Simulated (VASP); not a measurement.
# Cd7S6 (a cell with a defect) in VASP: notebook

The runs below take Cd7S6 (a cell with a defect) through single point, with PBE.

All numbers are computed with VASP 6.6.1; they aren't measurements. Logs are shortened: lines on timing, memory, paths and dates and some standing lists are left out, and cuts for length are marked.

## (1) The cell of the first run

The cell holds a defect, 13 atoms: a = 6.831 Å, b = 7.270 Å, c = 7.270 Å, α = 120.00°, β = 90.00°, γ = 90.00°.

## (2) Single point, PBE

INCAR

```
SYSTEM = Cd7S6
  ALGO = Normal
  EDIFF = 1E-6
  ENCUT = 520
  GGA = PE
  ISIF = 2
  ISMEAR = 0
  LASPH = .TRUE.
  LCHARG = .FALSE.
  LREAL = .FALSE.
  LWAVE = .FALSE.
  NBANDS = 72
  NELM = 80
  PREC = Accurate
  SIGMA = 0.02
```

KPOINTS

```
k-points
0
G
  2 2 2
  0 0 0
```

POSCAR

```
Cd7S6
1.0
    0.0000000000      0.0000000000      6.8307328177
   -6.2959774510     -3.6349842762      0.0000000000
    6.2959774511     -3.6349842761      0.0000000000
Cd S
7 6
Direct
    0.4930889686      0.3373883339      0.3373881751
    0.4930920430      1.0000014257      0.6626063164
    0.4930901398      0.6626171260      0.0000008710
    0.0220911876      0.3520114012      1.0000043509
    0.0220736199      0.9999957733      0.3519932937
    0.0220878204      0.6479847339      0.6479906107
   -0.0676502818     -0.0000009427     -0.0000125374
    0.8597951577      0.3583876067      0.3583822064
    0.8597977928      0.9999965439      0.6416053302
    0.8597961825      0.6416069860     -0.0000099879
    0.3850595639      0.3314636799      0.9999984757
    0.3850477057      1.0000016949      0.3314599105
    0.3850560504      0.6685406776      0.6685371832
```

Potentials or basis: VASP PAW PBE potentials, release 64 (Cd, S).

The run is started by

```sh
cat potpaw_PBE.64/Cd/POTCAR potpaw_PBE.64/S/POTCAR > POTCAR
mpirun -np 1 vasp_std > vasp.out
```

OUTCAR:

```text
SYSTEM = Cd7S6
   EDIFF = 1E-6
   ENCUT = 520
   GGA = PE
   ISIF = 2
   ISMEAR = 0
   LASPH = .TRUE.
   LREAL = .FALSE.
   NELM = 80
   PREC = Accurate

 ion  position               nearest neighbor table
   1  0.493  0.337  0.337-   8 2.51  13 2.52  12 2.54  11 2.54
   2  0.493  0.000  0.663-   9 2.51  12 2.52  13 2.54  11 2.54
   3  0.493  0.663  0.000-  10 2.51  11 2.52  12 2.54  13 2.54
   4  0.022  0.352  0.000-  10 2.38  11 2.48   7 2.63   8 2.81   9 2.81
   5  0.022  1.000  0.352-   9 2.38  12 2.48   7 2.63  10 2.81   8 2.81
   6  0.022  0.648  0.648-   8 2.38  13 2.48   7 2.63  10 2.81   9 2.81
   7  0.932  1.000  1.000-   5 2.63   4 2.63   6 2.63   9 2.65   8 2.65  10 2.65
   8  0.860  0.358  0.358-   6 2.38   1 2.51   7 2.65   4 2.81   5 2.81
   9  0.860  1.000  0.642-   5 2.38   2 2.51   7 2.65   6 2.81   4 2.81
  10  0.860  0.642  1.000-   4 2.38   3 2.51   7 2.65   6 2.81   5 2.81
  11  0.385  0.331  1.000-   4 2.48   3 2.52   1 2.54   2 2.54
  12  0.385  0.000  0.331-   5 2.48   2 2.52   3 2.54   1 2.54
  13  0.385  0.669  0.669-   6 2.48   1 2.52   3 2.54   2 2.54

  LATTYP: Found a hexagonal cell.
 ALAT       =     7.2699685523
 C/A-ratio  =     0.9395821686

  Lattice vectors:

 A1 = (  -6.2959774510,  -3.6349842762,   0.0000000000)
 A2 = (   6.2959774511,  -3.6349842761,   0.0000000000)
 A3 = (   0.0000000000,   0.0000000000,   6.8307328177)

Analysis of symmetry for initial positions (statically):
=====================================================================
 Subroutine PRICEL returns:
 Original cell was already a primitive cell.

 Routine SETGRP: Setting up the symmetry group for a
 hexagonal supercell.

 Subroutine GETGRP returns: Found  1 space group operations
 (whereof  1 operations were pure point group operations)
 out of a pool of 24 trial point group operations.

The static configuration has the point symmetry C_1 .

Analysis of symmetry for dynamics (positions and initial velocities):
=====================================================================
 Subroutine PRICEL returns:
 Original cell was already a primitive cell.

 Routine SETGRP: Setting up the symmetry group for a
 hexagonal supercell.

 Subroutine GETGRP returns: Found  1 space group operations
 (whereof  1 operations were pure point group operations)
 out of a pool of 24 trial point group operations.

The dynamic configuration has the point symmetry C_1 .

 Subroutine INISYM returns: Found  1 space group operations
[... 114 lines left out ...]
   NUPDOWN=      -1.0000    fix difference up-down
   EMIN   =  10.00;   EMAX   =-10.00  energy-range for DOS
   EFERMI =   0.00;   METHOD = LEGACY
   ISMEAR =     0;   SIGMA  =   0.02  broadening in eV -4-tet -1-fermi 0-gaus
   EFERMI_NEDOS =   21; number of points for ismear=-14 and -15
   IALGO  =     38    algorithm
   IMIX   =      4    mixing-type and parameters
     AMIX     =   0.40;   BMIX     =  1.00
     AMIX_MAG =   1.60;   BMIX_MAG =  1.00
  volume/ion in A,a.u.               =      24.05       162.30
  Fermi-wavevector in a.u.,A,eV,Ry     =   1.189728  2.248259 19.258394  1.415452
  Thomas-Fermi vector in A             =   2.325828
   LORBIT       =      0    0 simple, 1 ext, 2 COOP (PROOUT), +10 PAW based schemes
   GGA     = PE    functional components
   LHFCALC =     F    Hartree Fock is set to
   AEXX    =    0.0000 exact exchange contribution
   IVDW    =     0    specifies the selected vdW correction
   LEPSILON=     F    determine dielectric tensor
   LRPA    =     F    only Hartree local field effects (RPA)
 non-spin polarized calculation
 Gauss-broadening in eV      SIGMA  =   0.02
  energy-cutoff  :      520.00
  volume of cell :      312.65
 maximum number of plane-waves:      8479
 NGX is ok and might be reduce to    54
   NGX = 25   NGY = 27   NGZ = 27

 number of electron     120.0000025 magnetization

 Free energy of the ion-electron system (eV)
  ---------------------------------------------------
  ext. energy  EPLUGINS =         0.00000000
  ---------------------------------------------------
  free energy    TOTEN  =       -33.97279881 eV

  energy without entropy =      -33.97279881  energy(sigma->0) =      -33.97279881

 E-fermi :   3.4414     XC(G=0):  -9.3882

 val. band max:        3.3444761800   @ k =   0.0000   0.5000   0.0000
 cond. band min:       3.5334964968   @ k =   0.0000   0.0000   0.0000
 fundamental gap:      0.1890203168
 Fermi energy:         3.4413956805

 k-point     1 :       0.0000    0.0000    0.0000
  band No.  band energies     occupation
      1     -10.9881      2.00000
      2     -10.5563      2.00000
      3     -10.5563      2.00000
      4     -10.5349      2.00000
      5     -10.3752      2.00000
      6     -10.3752      2.00000
[... 589 lines left out ...]
     71       6.7941      0.00000
     72       7.4635      0.00000

------------------------ aborting loop because EDIFF is reached ----------------------------------------

  FORCE on cell =-STRESS in cart. coord.  units (eV):
  Direction    XX          YY          ZZ          XY          YZ          ZX
  --------------------------------------------------------------------------------------
  -------------------------------------------------------------------------------------
  Total       16.0782382     16.0780948     11.0694609     -0.0001964     -0.0000458      0.0000850
  in kB       82.3921899     82.3914551     56.7249419     -0.0010067     -0.0002346      0.0004357
  external PRESSURE =      73.8361956 kB  Pullay stress =       0.0000000 kB

 VOLUME and BASIS-vectors are now :
 -----------------------------------------------------------------------------
  energy-cutoff  :      520.00
  volume of cell :      312.65
      direct lattice vectors                 reciprocal lattice vectors
     0.000000000  0.000000000  6.830732818     0.000000000  0.000000000  0.146397177
    -6.295977451 -3.634984276  0.000000000    -0.079415786 -0.137552177  0.000000000
     6.295977451 -3.634984276  0.000000000     0.079415786 -0.137552177  0.000000000

 POSITION                                       TOTAL-FORCE (eV/Angst)
 -----------------------------------------------------------------------------------
     -0.00000     -2.45280      3.36816        -0.000017     -0.001995      0.021125
      4.17175     -2.40857      3.36818        -0.001706      0.000980      0.021112
     -4.17182     -2.40861      3.36817         0.001743      0.001016      0.021118
     -2.21623     -1.27957      0.15090        -0.028226     -0.016279      0.031621
     -4.07981     -4.91446      0.15078         0.028242     -0.016308      0.031738
      0.00004     -4.71085      0.15088        -0.000012      0.032553      0.031642
     -0.00007     -7.26992      6.36863         0.000033      0.000002     -0.025850
     -0.00003     -2.60545      5.87303        -0.000022      0.041383     -0.036380
     -2.25642     -5.96720      5.87305         0.035803     -0.020689     -0.036383
      2.25637     -5.96718      5.87304        -0.035829     -0.020676     -0.036353
      4.20908     -4.83984      2.63024         0.000345      0.000205     -0.007794
      2.08685     -1.20486      2.63016        -0.000351      0.000207     -0.007819
     -0.00002     -4.86026      2.63022        -0.000004     -0.000398     -0.007779
 -----------------------------------------------------------------------------------
    total drift:                               -0.000008     -0.000001      0.000161

  FREE ENERGIE OF THE ION-ELECTRON SYSTEM (eV)
  ---------------------------------------------------
  free  energy   TOTEN  =       -33.9727988089 eV

  energy  without entropy=      -33.9727988089  energy(sigma->0) =      -33.97279881
```

It took 1.9 min on 1 thread of AMD EPYC 9R45 (Zen 5), shared host; peak memory 0.41 GiB.

Results:

* Free energy: -33.9728 eV
* Pressure: 7.4 GPa
* Largest force: 0.055 eV/Å
* Band gap on the k mesh: 0.19 eV

Forces in eV/Å, atoms in the order of the input:
```
Cd   0.000 -0.002  0.021
Cd  -0.002  0.001  0.021
Cd   0.002  0.001  0.021
Cd  -0.028 -0.016  0.032
Cd   0.028 -0.016  0.032
Cd   0.000  0.033  0.032
Cd   0.000  0.000 -0.026
S    0.000  0.041 -0.036
S    0.036 -0.021 -0.036
S   -0.036 -0.021 -0.036
S    0.000  0.000 -0.008
S    0.000  0.000 -0.008
S    0.000  0.000 -0.008
```

Stress tensor (GPa, compression positive):
```
8.24 0.00 0.00
0.00 8.24 0.00
0.00 0.00 5.67
```

Caveat: the k points lie up to 0.50 Å⁻¹ apart.

## (3) Single point, PBE

INCAR

```
SYSTEM = Cd7S6
PREC = Accurate
ENCUT = 520
EDIFF = 1E-6
ISMEAR = 0
SIGMA = 0.02
LREAL = .False.
LASPH = .True.
NELM = 80
ALGO = Normal
ISIF = 2
LWAVE = .False.
LCHARG = .False.
GGA = PE
NBANDS = 72
```

KPOINTS

```
regular mesh
0
Gamma
  2 2 2
  0 0 0
```

POSCAR

```
Cd7S6
1.0
    0.0000000000      0.0000000000      6.8307328177
   -6.2959774510     -3.6349842762      0.0000000000
    6.2959774511     -3.6349842761      0.0000000000
Cd S
7 6
Direct
    0.4936083858      0.3371556963      0.3371550610
    0.4936111673      1.0000022760      0.6628398550
    0.4936099962      0.6628516544      0.0000012817
    0.0178638227      0.3407454878      1.0000030904
    0.0178468406      0.9999959308      0.3407281631
    0.0178600164      0.6592524056      0.6592570117
   -0.1452721145      0.0000004967     -0.0000120510
    0.8655899971      0.3630225648      0.3630171645
    0.8655926323      0.9999982269      0.6369719903
    0.8655907291      0.6369738631     -0.0000082467
    0.3810686305      0.3307235076      0.9999986174
    0.3810570651      1.0000026676      0.3307194573
    0.3810654097      0.6692824809      0.6692781924
```

Potentials or basis: VASP PAW PBE potentials, release 64 (Cd, S).

The run is started by

```sh
cat potpaw_PBE.64/Cd/POTCAR potpaw_PBE.64/S/POTCAR > POTCAR
mpirun -np 1 vasp_std > vasp.out
```

It took 89 s on 1 thread of AMD EPYC 9R45 (Zen 5), shared host; peak memory 0.41 GiB.

Results (log left out):

| Quantity | Value |
| --- | --- |
| Free energy | -34.2962 eV |
| Pressure | 6.6 GPa |
| Largest force | 1.122 eV/Å |
| Band gap on the k mesh | 0.22 eV |

Forces in eV/Å, atoms in the order of the input:
```
Cd   0.000  0.001  0.112
Cd   0.001  0.000  0.112
Cd  -0.001  0.000  0.112
Cd   0.148  0.085  0.086
Cd  -0.148  0.085  0.086
Cd   0.000 -0.171  0.086
Cd   0.000  0.000 -1.122
S    0.000 -0.062  0.141
S   -0.054  0.031  0.141
S    0.054  0.031  0.141
S    0.007  0.004  0.034
S   -0.007  0.004  0.034
S    0.000 -0.008  0.034
```

Stress tensor (GPa, compression positive):
```
7.55 0.00 0.00
0.00 7.55 0.00
0.00 0.00 4.62
```

Levels at points of the mesh, in eV from the valence-band top:
```tsv
k point	band 58	band 59	band 60	band 61	band 62	band 63
(0.00, 0.00, 0.00)	-1.87	-1.87	-1.43	0.22	1.08	2.53
(0.50, 0.00, 0.00)	-2.06	-2.06	-0.45	0.58	1.96	2.08
(0.00, 0.50, 0.00)	-2.54	-2.43	0.00	0.90	1.30	1.61
(0.00, 0.00, 0.50)	-2.54	-2.43	0.00	0.90	1.30	1.61
(0.50, 0.50, 0.00)	-3.03	-2.77	-0.07	0.69	1.48	1.49
(0.50, 0.00, 0.50)	-3.03	-2.77	-0.07	0.69	1.48	1.49
```

Caveat: the k points lie up to 0.50 Å⁻¹ apart.

## (4) Single point, PBE

INCAR

```
PREC = Accurate
ENCUT = 520
EDIFF = 1E-6
ISMEAR = 0
SIGMA = 0.02
LREAL = False
LASPH = True
NELM = 80
ALGO = Normal
ISIF = 2
LWAVE = False
LCHARG = False
GGA = PE
NBANDS = 72
```

KPOINTS

```
regular mesh
0
Gamma
  2 2 2
```

POSCAR

```
Cd7S6
1.0
    0.0000000000      0.0000000000      6.8307328177
   -6.2959774510     -3.6349842762      0.0000000000
    6.2959774511     -3.6349842761      0.0000000000
Cd S
7 6
Direct
    0.4935351872      0.3371441264      0.3371426969
    0.4935369440      1.0000029862      0.6628515245
    0.4935367976      0.6628649278      0.0000012132
    0.0119468880      0.3293555204      1.0000007114
    0.0119316627      0.9999969112      0.3293417139
    0.0119427889      0.6706437637      0.6706456697
   -0.2225654319      0.0000016708     -0.0000099239
    0.8730053069      0.3615386888      0.3615337650
    0.8730082349      0.9999996140      0.6384578173
    0.8730058925      0.6384591342     -0.0000063037
    0.3776299072      0.3324041917      0.9999985458
    0.3776189274      1.0000036865      0.3323993260
    0.3776263937      0.6676033871      0.6675979869
```

The run is started by

```sh
cat potpaw_PBE.64/Cd/POTCAR potpaw_PBE.64/S/POTCAR > POTCAR
mpirun -np 1 vasp_std > vasp.out
```

Wall time 85 s (1 thread of AMD EPYC 9R45 (Zen 5), shared host); peak memory 0.4 GiB.

The run converged. Its results:

| Quantity | Value |
| --- | --- |
| Free energy | -35.0116 eV |
| Pressure | 5.2 GPa |
| Largest force | 1.058 eV/Å |
| Band gap on the k mesh | 0.39 eV |

Forces in eV/Å, atoms in the order of the input:
```
Cd   0.000 -0.007  0.092
Cd  -0.006  0.003  0.092
Cd   0.006  0.003  0.092
Cd   0.160  0.092  0.025
Cd  -0.160  0.092  0.025
Cd   0.000 -0.184  0.025
Cd   0.000  0.000 -1.058
S    0.000  0.029  0.188
S    0.025 -0.014  0.188
S   -0.025 -0.014  0.188
S   -0.027 -0.015  0.048
S    0.027 -0.015  0.048
S    0.000  0.031  0.048
```

Stress tensor (GPa, compression positive):
```
5.62 0.00 0.00
0.00 5.62 0.00
0.00 0.00 4.46
```

Levels at points of the mesh, in eV from the valence-band top:
```
           k point  band 56  band 57  band 58  band 59  band 60  band 61  band 62  band 63  band 64  band 65
(0.00, 0.00, 0.00)    -2.42    -1.84    -1.75    -1.75    -1.37     0.39     1.18     2.87     2.88     2.88
(0.50, 0.00, 0.00)    -2.20    -2.20    -2.00    -2.00    -0.28     0.71     2.07     2.11     2.11     2.44
(0.00, 0.50, 0.00)    -2.48    -2.40    -2.37    -2.26     0.00     1.08     1.45     1.75     1.88     2.30
(0.00, 0.00, 0.50)    -2.48    -2.40    -2.37    -2.26     0.00     1.08     1.45     1.75     1.88     2.30
(0.50, 0.50, 0.00)    -2.95    -2.94    -2.88    -2.64    -0.19     1.08     1.61     1.79     1.88     2.24
(0.50, 0.00, 0.50)    -2.95    -2.94    -2.88    -2.64    -0.19     1.08     1.61     1.79     1.88     2.24
```

Caveat: the k points lie up to 0.50 Å⁻¹ apart.

## (5) Single point, PBE

INCAR

```
SYSTEM = Cd7S6
  ALGO = Normal
  EDIFF = 1E-6
  ENCUT = 520
  GGA = PE
  ISIF = 2
  ISMEAR = 0
  LASPH = .True.
  LCHARG = .False.
  LREAL = .False.
  LWAVE = .False.
  NBANDS = 72
  NELM = 60
  PREC = Accurate
  SIGMA = 0.02
```

KPOINTS

```
k-points
0
Gamma
  2 2 2
  0 0 0
```

POSCAR

```
Cd7S6
1.0
    0.0000000000      0.0000000000      6.8307328177
   -6.2959774510     -3.6349842762      0.0000000000
    6.2959774511     -3.6349842761      0.0000000000
Cd S
7 6
Direct
    0.4950855333      0.3485585590      0.3485611003
    0.4950648913      1.0000096090      0.6514203681
    0.4950828982      0.6514662999      0.0000044686
    0.0034617076      0.3166283571      1.0000007220
    0.0033921690      0.9999881306      0.3166302194
    0.0034423832      0.6833585010      0.6833712075
   -0.2950717081      0.0000076540     -0.0000172826
    0.8804124185      0.3596288235      0.3596262822
    0.8803951436      0.9999943017      0.6403850087
    0.8804106617      0.6403559455     -0.0000073709
    0.3736077912      0.3289182078      0.9999992326
    0.3735499643      1.0000096988      0.3288956370
    0.3735921267      0.6711064060      0.6710900464
```

The run is started by

```sh
cat potpaw_PBE.64/Cd/POTCAR potpaw_PBE.64/S/POTCAR > POTCAR
mpirun -np 1 vasp_std > vasp.out
```

Wall time 1.9 min (1 thread of AMD EPYC 9R45 (Zen 5), shared host); peak memory 0.41 GiB.

It converged, with:

```yaml
Free_energy: -35.3354 eV
Pressure: 4.5 GPa
Largest_force: 0.013 eV/Å
Band_gap_on_the_k_mesh: 0.48 eV
```

Forces on the atoms (eV/Å):
```
Cd   0.000 -0.009  0.001
Cd  -0.008  0.004  0.001
Cd   0.008  0.004  0.001
Cd   0.003  0.001  0.000
Cd  -0.003  0.001  0.000
Cd   0.000 -0.003  0.000
Cd   0.000  0.000  0.001
S    0.000 -0.002 -0.003
S   -0.002  0.001 -0.003
S    0.002  0.001 -0.003
S    0.011  0.007  0.002
S   -0.011  0.006  0.002
S    0.000 -0.013  0.002
```

Stress tensor (GPa, compression positive):
```
4.78 0.00 0.00
0.00 4.78 0.00
0.00 0.00 3.99
```

Levels at points of the mesh, in eV from the valence-band top:
| k point | band 56 | band 57 | band 58 | band 59 | band 60 | band 61 | band 62 | band 63 | band 64 | band 65 |
| --- | --- | --- | --- | --- | --- | --- | --- | --- | --- | --- |
| (0.00, 0.00, 0.00) | -2.33 | -1.76 | -1.72 | -1.72 | -1.37 | 0.48 | 1.25 | 2.80 | 2.80 | 3.01 |
| (0.50, 0.00, 0.00) | -2.12 | -2.12 | -1.96 | -1.96 | -0.09 | 0.68 | 1.95 | 1.95 | 2.15 | 2.52 |
| (0.00, 0.50, 0.00) | -2.37 | -2.31 | -2.24 | -2.19 | 0.00 | 1.17 | 1.45 | 1.87 | 2.04 | 2.45 |
| (0.00, 0.00, 0.50) | -2.37 | -2.31 | -2.24 | -2.19 | 0.00 | 1.17 | 1.45 | 1.87 | 2.04 | 2.45 |
| (0.00, 0.50, 0.50) | -2.37 | -2.31 | -2.24 | -2.19 | 0.00 | 1.17 | 1.45 | 1.87 | 2.04 | 2.45 |
| (0.50, 0.50, 0.00) | -2.88 | -2.84 | -2.80 | -2.52 | -0.27 | 1.28 | 1.70 | 1.92 | 2.01 | 2.20 |
| (0.50, 0.00, 0.50) | -2.88 | -2.84 | -2.80 | -2.52 | -0.27 | 1.28 | 1.70 | 1.92 | 2.01 | 2.20 |
| (0.50, 0.50, 0.50) | -2.88 | -2.84 | -2.80 | -2.52 | -0.27 | 1.28 | 1.70 | 1.92 | 2.01 | 2.20 |

Caveat: the k points lie up to 0.50 Å⁻¹ apart.

## (6) Summary

```tsv
cell	gap on the mesh (eV)	pressure (GPa)	largest force (eV/Å)
as given, atomic positions A	0.19	7.4	0.06
as given, atomic positions B	0.22	6.6	1.12
as given, atomic positions C	0.39	5.2	1.06
as given, atomic positions D	0.48	4.5	0.01
```

Alike in all rows: task single point; level PBE; potentials or basis VASP PAW PBE potentials, release 64 (Cd, S); no spin polarisation; k mesh 2 × 2 × 2; cutoff (eV) 520; smearing gaussian 0.02 eV.

Caveats: all runs use coarse meshes.

Absolute energies hang on the potentials; compare differences alone.
